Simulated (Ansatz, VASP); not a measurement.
## Two plane-wave programs on TiIn2

```xyz
3
Lattice="3.0539 0.0000 0.0000 0.0000 3.0539 0.0000 0.0000 0.0000 7.1123" Properties=species:S:1:pos:R:3 pbc="T T T"
Ti    0.0000    0.0000    0.0000
In    1.5270    1.5270    2.0943
In    1.5270    1.5270    5.0180
```

Change from the starting cell: species swapped into the FeSi2 type (P4/mmm, No. 123).

Alike in both runs: functional PBE; k mesh 16 × 16 × 8; occupations gaussian, width 0.1 eV; no spin polarisation.

Ansatz relaxed the structure, and its values are those at the end. VASP's run is a single point on that final structure, the one shown.

|  | VASP | Ansatz |
| --- | --- | --- |
| version | VASP 6.6.1 | Ansatz 0.2.0 |
| potentials or method | VASP PAW PBE potentials, release 64 (Ti_sv, In_d), cutoff 520 eV | scalar-relativistic, plane waves, PAW |
| valence electrons in the cell | 38 | 38 |

|  | VASP | Ansatz | Ansatz less VASP |
| --- | --- | --- | --- |
| gap on the k mesh at the Fermi level (eV) | none | none | - |
| pressure (GPa) | 0.0 | 0.0 | 0.00 |

A gap of «none» marks a metal or a gap that the smearing closes.
